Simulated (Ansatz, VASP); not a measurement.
# Two plane-wave programs on GaAs

The input INCAR:

```
ALGO = Normal
EDIFF = 1E-6
ENCUT = 500
GGA = PE
GGA_COMPAT = False
ISIF = 2
ISMEAR = 0
LASPH = True
LCHARG = False
LORBIT = 11
LORBMOM = True
LREAL = False
LSORBIT = True
LWAVE = False
MAGMOM = 0 0 0 0 0 0
NBANDS = 30
NELM = 200
PREC = Accurate
SIGMA = 0.01
```

KPOINTS

```
k-points
0
Gamma
  8 8 8
```

POSCAR

```
GaAs
1.0
    0.0000000000      2.8265000000      2.8265000000
    2.8265000000      0.0000000000      2.8265000000
    2.8265000000      2.8265000000      0.0000000000
Ga As
1 1
Direct
    0.0000000000      0.0000000000      0.0000000000
    0.2500000000      0.2500000000      0.2500000000
```

Input for Ansatz:

```yaml
crystal:
  lattice:
    - [0.0, 2.8265, 2.8265]
    - [2.8265, 0.0, 2.8265]
    - [2.8265, 2.8265, 0.0]
  atoms:
    - { symbol: Ga, position: [0.0, 0.0, 0.0] }
    - { symbol: As, position: [0.25, 0.25, 0.25] }
scf:
  occupations: { method: fixed }
  n_extra_bands: 8
output:
  eigenvalues: true
  write_density: true
  write_potential: true
  elf: true
  volumetric_format: npy
kpoints:
  mp_grid: { grid: [8, 8, 8] }
hamiltonian:
  xc: pbe
  pseudopotentials: { kind: paw_fr }
magnetization:
  noncollinear: true
  spin_orbit: true
```

Alike in both runs: task single point; functional PBE; k mesh 8 × 8 × 8; non-collinear spin, spin-orbit coupling.

```csv
,VASP,Ansatz
version,VASP 6.6.1,Ansatz 0.2.0
potentials or method,"VASP PAW PBE potentials, release 64 (Ga_d, As)","plane waves, PAW"
plane-wave cutoff (eV),500,420
occupations,"gaussian, width 0.01 eV",fixed
valence electrons in the cell,18,28
```

```tsv
	VASP	Ansatz	Ansatz less VASP
net moment per atom (μB)	0.00	0.00	0.000
```

VASP's potentials hold 18 valence electrons a cell and Ansatz's 28, so a difference there can come from the potentials and not from the codes.
